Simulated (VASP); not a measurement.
A run of VASP 6.6.1 is set up as follows.

The input INCAR:

```
SYSTEM = TaN
  PREC = Accurate
  ENCUT = 520
  EDIFF = 1E-8
  ISMEAR = -1
  SIGMA = 0.01
  LREAL = .FALSE.
  LASPH = .TRUE.
  NELM = 120
  ALGO = Normal
  ISIF = 2
  LWAVE = .FALSE.
  LCHARG = .FALSE.
  GGA = PS
  LEFG = .TRUE.
  NBANDS = 36
  GGA_COMPAT = .FALSE.
```

KPOINTS

```
Automatic mesh
0
G
  6 6 9
  0 0 0
```

File POSCAR:

```
TaN
1.0
    5.1257760305      0.0000000000      0.0000000000
   -2.5628880152      4.4390522565      0.0000000000
    0.0000000000      0.0000000000      2.8716573394
Ta N
3 3
Direct
    0.3333333333      0.6666666667      0.5000000000
    0.6666666667      0.3333333333      0.5000000000
    0.0000000000      0.0000000000      0.0000000000
    0.3928500000      0.0000000000      0.0000000000
    0.6071500000      0.6071500000      0.0000000000
    0.0000000000      0.3928500000      0.0000000000
```

Potentials or basis: VASP PAW PBE potentials, release 64 (Ta_sv_GW, N).

Launch:

```console
$ cat potpaw_PBE.64/Ta_sv_GW/POTCAR potpaw_PBE.64/N/POTCAR > POTCAR
$ mpirun -np 1 vasp_std > vasp.out
```

Task: Estimate the band gap on the k mesh.

Result: Zero (bands 27 and 28 overlap by 3.22 eV).

Task: Estimate the pressure.

Result: 10.3 GPa.

Forces in eV/Å, atoms in the order of the input:
```
Ta   0.000  0.000  0.000
Ta   0.000  0.000  0.000
Ta   0.000  0.000  0.000
N    0.213  0.000  0.000
N   -0.107 -0.185  0.000
N   -0.107  0.185  0.000
```

Caveat: the cell stands under pressure; without QUAD_EFG the Cq values of the log hold for a quadrupole moment of 1 mb, not for the nuclei; the PAW data sets were made with another functional, which shifts forces and pressure a little; spin-orbit coupling is left out, which moves the levels of the heavy elements.
